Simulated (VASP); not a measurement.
# Mg (P6_3/mmc) in VASP: notebook

The runs below take Mg through single point, relaxation of cell and atoms, with PBEsol.

All numbers are computed with VASP 6.6.1; they aren't measurements. Logs are shortened: lines on timing, memory, paths and dates and some standing lists are left out, and cuts for length are marked.

### Step 1. The cell of the first run

The structure is hexagonal, space group P6_3/mmc (No. 194). The conventional cell has a = 3.189 Å, b = 3.189 Å, c = 5.108 Å, α = 90.00°, β = 90.00°, γ = 120.00°. Mg (site symmetry -6m2) has 12 Mg at 3.15 to 3.19 Å within 4.1 Å.

### Step 2. Single point, PBEsol

INCAR reads:

```
  ALGO = Normal
  EDIFF = 1E-7
  ENCUT = 520
  GGA = PS
  ISIF = 2
  ISMEAR = 0
  LASPH = T
  LCHARG = F
  LREAL = F
  LWAVE = F
  NBANDS = 9
  NELM = 80
  PREC = Accurate
  SIGMA = 0.1
```

KPOINTS reads:

```
k-points
0
Gamma
  15 15 8
```

POSCAR reads:

```
Mg
1.0
    3.1887541803      0.0000000000      0.0000000000
   -1.5943770902      2.7615421266      0.0000000000
    0.0000000000      0.0000000000      5.1080891077
Mg
2
Direct
    0.3333333333      0.6666666667      0.2500000000
    0.6666666667      0.3333333333      0.7500000000
```

Potentials or basis: VASP PAW PBE potentials, release 64 (Mg).

The run is started by

```console
$ cat potpaw_PBE.64/Mg/POTCAR > POTCAR
$ mpirun -np 1 vasp_std > vasp.out
```

OUTCAR:

```text
EDIFF = 1E-7
   ENCUT = 520
   GGA = PS
   ISIF = 2
   ISMEAR = 0
   LASPH = T
   LREAL = F
   NELM = 80
   PREC = Accurate

 ion  position               nearest neighbor table
   1  0.333  0.667  0.250-   2 3.15   2 3.15   2 3.15   2 3.15   2 3.15   2 3.15
   2  0.667  0.333  0.750-   1 3.15   1 3.15   1 3.15   1 3.15   1 3.15   1 3.15

  LATTYP: Found a hexagonal cell.
 ALAT       =     3.1887541803
 C/A-ratio  =     1.6019074594

  Lattice vectors:

 A1 = (   3.1887541803,   0.0000000000,   0.0000000000)
 A2 = (  -1.5943770902,   2.7615421266,   0.0000000000)
 A3 = (   0.0000000000,   0.0000000000,   5.1080891077)

Analysis of symmetry for initial positions (statically):
=====================================================================
 Subroutine PRICEL returns:
 Original cell was already a primitive cell.

 Routine SETGRP: Setting up the symmetry group for a
 hexagonal supercell.

 Subroutine GETGRP returns: Found 24 space group operations
 (whereof 12 operations were pure point group operations)
 out of a pool of 24 trial point group operations.

The static configuration has the point symmetry D_3d.
 The point group associated with its full space group is D_6h.

Analysis of symmetry for dynamics (positions and initial velocities):
=====================================================================
 Subroutine PRICEL returns:
 Original cell was already a primitive cell.

 Routine SETGRP: Setting up the symmetry group for a
 hexagonal supercell.

 Subroutine GETGRP returns: Found 24 space group operations
 (whereof 12 operations were pure point group operations)
 out of a pool of 24 trial point group operations.

The dynamic configuration has the point symmetry D_3d.
 The point group associated with its full space group is D_6h.

 Subroutine INISYM returns: Found 24 space group operations
 (whereof 12 operations are pure point group operations),
 and found     1 'primitive' translations

----------------------------------------------------------------------------------------

                                     Primitive cell

  volume of cell :      44.9812

  direct lattice vectors                    reciprocal lattice vectors
     3.188754180  0.000000000  0.000000000     0.313602098  0.181058256  0.000000000
    -1.594377090  2.761542127  0.000000000     0.000000000  0.362116511  0.000000000
     0.000000000  0.000000000  5.108089108     0.000000000  0.000000000  0.195767924

  length of vectors
     3.188754180  3.188754180  5.108089108     0.362116511  0.362116511  0.195767924

  position of ions in fractional coordinates (direct lattice)
     0.333333333  0.666666667  0.250000000
     0.666666667  0.333333333  0.750000000

  ion indices of the primitive-cell ions
   primitive index   ion index
                 1           1
                 2           2

----------------------------------------------------------------------------------------

 KPOINTS: k-points

Automatic generation of k-mesh.
 Grid dimensions read from file:
 generate k-points for:   15   15    8

 Generating k-lattice:

  Cartesian coordinates                     Fractional coordinates (reciprocal lattice)
     0.020906807  0.012070550  0.000000000     0.066666667  0.000000000  0.000000000
     0.000000000  0.024141101  0.000000000     0.000000000  0.066666667  0.000000000
     0.000000000  0.000000000  0.024470990     0.000000000  0.000000000  0.125000000

  Length of vectors
     0.024141101  0.024141101  0.024470990

  Shift w.r.t. Gamma in fractional coordinates (k-lattice)
     0.000000000  0.000000000  0.000000000

 Subroutine IBZKPT returns following result:
 ===========================================

 Found    135 irreducible k-points:

 Following reciprocal coordinates:
            Coordinates               Weight
  0.000000  0.000000  0.000000      1.000000
  0.066667  0.000000  0.000000      6.000000
  0.133333  0.000000  0.000000      6.000000
  0.200000  0.000000  0.000000      6.000000
  0.266667  0.000000  0.000000      6.000000
  0.333333  0.000000  0.000000      6.000000
[... 16 lines left out ...]
  0.333333  0.200000  0.000000     12.000000
  0.400000  0.200000  0.000000      6.000000
 [... further k-points ...]
   k-points           NKPTS =    135   k-points in BZ     NKDIM =    135   number of bands    NBANDS=      9
   number of dos      NEDOS =    301   number of ions     NIONS =      2
   total plane-waves  NPLWV =  23040
   dimension x,y,z NGX =    24 NGY =   24 NGZ =   40
   dimension x,y,z NGXF=    48 NGYF=   48 NGZF=   80
   ions per type =               2
   NGX,Y,Z   is equivalent  to a cutoff of  12.51, 12.51, 13.02 a.u.
   NGXF,Y,Z  is equivalent  to a cutoff of  25.02, 25.02, 26.04 a.u.
 SYSTEM =  unknown system
   PREC   = accura    normal or accurate (medium, high low for compatibility)
   ISTART =      0    job   : 0-new  1-cont  2-samecut
   ICHARG =      2    charge: 1-file 2-atom 10-const
   ISPIN  =      1    spin polarized calculation?
   LNONCOLLINEAR =      F non collinear calculations
   LSORBIT =      F    spin-orbit coupling
   LASPH  =      T    aspherical Exc in radial PAW
   ENCUT  =  520.0 eV  38.22 Ry    6.18 a.u.   5.93  5.93  9.50*2*pi/ulx,y,z
   NELM   =     80;   NELMIN=  2; NELMDL= -5     # of ELM steps
   EDIFF  = 0.1E-06   stopping-criterion for ELM
   LREAL  =      F    real-space projection
   EDIFFG = 0.1E-05   stopping-criterion for IOM
   NSW    =      0    number of steps for IOM
   IBRION =     -1    ionic relax: 0-MD 1-quasi-New 2-CG
   NFREE  =      0    steps in history (QN), initial steepest desc. (CG)
   ISIF   =      2    stress and relaxation
   ISYM   =      2    0-nonsym 1-usesym 2-fastsym
   POTIM  = 0.5000    time-step for ionic-motion
   TEBEG  =    0.0;   TEEND  =   0.0 temperature during run
   PSTRESS=    0.0 pullay stress
   NELECT =       4.0000    total number of electrons
   NUPDOWN=      -1.0000    fix difference up-down
   EMIN   =  10.00;   EMAX   =-10.00  energy-range for DOS
   EFERMI =   0.00;   METHOD = LEGACY
   ISMEAR =     0;   SIGMA  =   0.10  broadening in eV -4-tet -1-fermi 0-gaus
   EFERMI_NEDOS =   21; number of points for ismear=-14 and -15
   IALGO  =     38    algorithm
   IMIX   =      4    mixing-type and parameters
     AMIX     =   0.40;   BMIX     =  1.00
     AMIX_MAG =   1.60;   BMIX_MAG =  1.00
  volume/ion in A,a.u.               =      22.49       151.77
  Fermi-wavevector in a.u.,A,eV,Ry     =   0.730720  1.380861  7.264858  0.533952
  Thomas-Fermi vector in A             =   1.822760
   LORBIT       =      0    0 simple, 1 ext, 2 COOP (PROOUT), +10 PAW based schemes
   GGA     = PS    functional components
   LHFCALC =     F    Hartree Fock is set to
   AEXX    =    0.0000 exact exchange contribution
   IVDW    =     0    specifies the selected vdW correction
   LEPSILON=     F    determine dielectric tensor
   LRPA    =     F    only Hartree local field effects (RPA)
 non-spin polarized calculation
 Gauss-broadening in eV      SIGMA  =   0.10
  energy-cutoff  :      520.00
  volume of cell :       44.98
 maximum number of plane-waves:      1234
 NGX is ok and might be reduce to    24
   NGX = 11   NGY = 11   NGZ = 19

 number of electron       4.0000000 magnetization

 Free energy of the ion-electron system (eV)
  ---------------------------------------------------
  ext. energy  EPLUGINS =         0.00000000
  ---------------------------------------------------
  free energy    TOTEN  =        -3.44981117 eV

  energy without entropy =       -3.44503262  energy(sigma->0) =       -3.44742189

 E-fermi :   2.6966     XC(G=0):  -8.5980

 val. band max:        2.6750232365   @ k =   0.3333   0.1333   0.1250
 cond. band min:       2.7079372683   @ k =   0.2667   0.2667   0.2500
 fundamental gap:      0.0329140318
 Fermi energy:         2.6965947176

 k-point     1 :       0.0000    0.0000    0.0000
  band No.  band energies     occupation
      1      -4.3187      2.00000
      2       1.0513      2.00000
      3       1.5879      2.00000
      4      13.6011      0.00000
      5      13.6011      0.00000
      6      13.7282      0.00000
      7      13.7282      0.00000
      8      14.6948      0.00000
      9      16.1815      0.00000

 k-point     2 :       0.0667    0.0000    0.0000
  band No.  band energies     occupation
      1      -4.2308      2.00000
      2       1.1313      2.00000
      3       1.6730      2.00000
      4      11.8490      0.00000
      5      12.6378      0.00000
      6      13.4657      0.00000
      7      14.8164      0.00000
      8      15.5325      0.00000
      9      16.5698      0.00000

 k-point     3 :       0.1333    0.0000    0.0000
  band No.  band energies     occupation
      1      -3.9675      2.00000
      2       1.3714      2.00000
      3       1.9262      2.00000
      4       9.8010      0.00000
      5      11.7572      0.00000
      6      12.5203      0.00000
      7      14.6021      0.00000
      8      15.3347      0.00000
      9      15.9407      0.00000

 k-point     4 :       0.2000    0.0000    0.0000
  band No.  band energies     occupation
      1      -3.5304      2.00000
      2       1.7718      2.00000
      3       2.3393      2.00000
      4       7.8425      0.00000
      5      11.0235      0.00000
      6      11.5171      0.00000
      7      12.6478      0.00000
      8      14.0176      0.00000
      9      15.6294      0.00000
[... 205 lines left out ...]
 k-point    22 :       0.2667    0.2000    0.0000
  band No.  band energies     occupation
      1      -1.1204      2.00000
      2       3.5962      0.00000
      3       4.0183      0.00000
      4       4.5640      0.00000
      5       5.7617      0.00000
      6       8.8324      0.00000
      7       9.9209      0.00000
      8      10.1913      0.00000
      9      11.4087      0.00000

 k-point    23 :       0.3333    0.2000    0.0000
  band No.  band energies     occupation
      1      -0.1080      2.00000
      2       2.3451      2.00000
      3       4.5794      0.00000
      4       4.9782      0.00000
      5       6.1464      0.00000
      6       7.4180      0.00000
      7       8.7089      0.00000
      8       9.9113      0.00000
      9      11.1242      0.00000

 k-point    24 :       0.4000    0.2000    0.0000
  band No.  band energies     occupation
      1       1.0394      2.00000
      2       1.0702      2.00000
      3       4.5761      0.00000
      4       5.9363      0.00000
      5       6.3031      0.00000
      6       6.6130      0.00000
      7       8.0148      0.00000
      8       9.8228      0.00000
      9      11.0357      0.00000

 [... further k-points ...]
[... 5 lines left out ...]
  --------------------------------------------------------------------------------------
  -------------------------------------------------------------------------------------
  Total       -0.0074055     -0.0074055     -0.0098623      0.0000000      0.0000000      0.0000000
  in kB       -0.2637766     -0.2637766     -0.3512832      0.0000000      0.0000000      0.0000000
  external PRESSURE =      -0.2929455 kB  Pullay stress =       0.0000000 kB

 VOLUME and BASIS-vectors are now :
 -----------------------------------------------------------------------------
  energy-cutoff  :      520.00
  volume of cell :       44.98
      direct lattice vectors                 reciprocal lattice vectors
     3.188754180  0.000000000  0.000000000     0.313602098  0.181058256  0.000000000
    -1.594377090  2.761542127  0.000000000     0.000000000  0.362116511  0.000000000
     0.000000000  0.000000000  5.108089108     0.000000000  0.000000000  0.195767924

 POSITION                                       TOTAL-FORCE (eV/Angst)
 -----------------------------------------------------------------------------------
     -0.00000      1.84103      1.27702         0.000000      0.000000      0.000000
      1.59438      0.92051      3.83107        -0.000000      0.000000      0.000000
 -----------------------------------------------------------------------------------
    total drift:                                0.000000     -0.000000      0.000000

  FREE ENERGIE OF THE ION-ELECTRON SYSTEM (eV)
  ---------------------------------------------------
  free  energy   TOTEN  =        -3.4498111671 eV

  energy  without entropy=       -3.4450326167  energy(sigma->0) =       -3.44742189
```

Run time: 31 s. Hardware: 1 thread of AMD EPYC 7R13 (Zen 3), shared host; peak memory 0.16 GiB.

Results:

* Free energy: -3.4498 eV
* Pressure: 0.0 GPa
* Band gap on the k mesh: zero (band 2 reaches 3.60 eV, above the bottom of band 3 at 1.59 eV)

Caveat: the PAW data sets were made with another functional, which shifts forces and pressure a little.

(Part 1 of 2 ends here.)
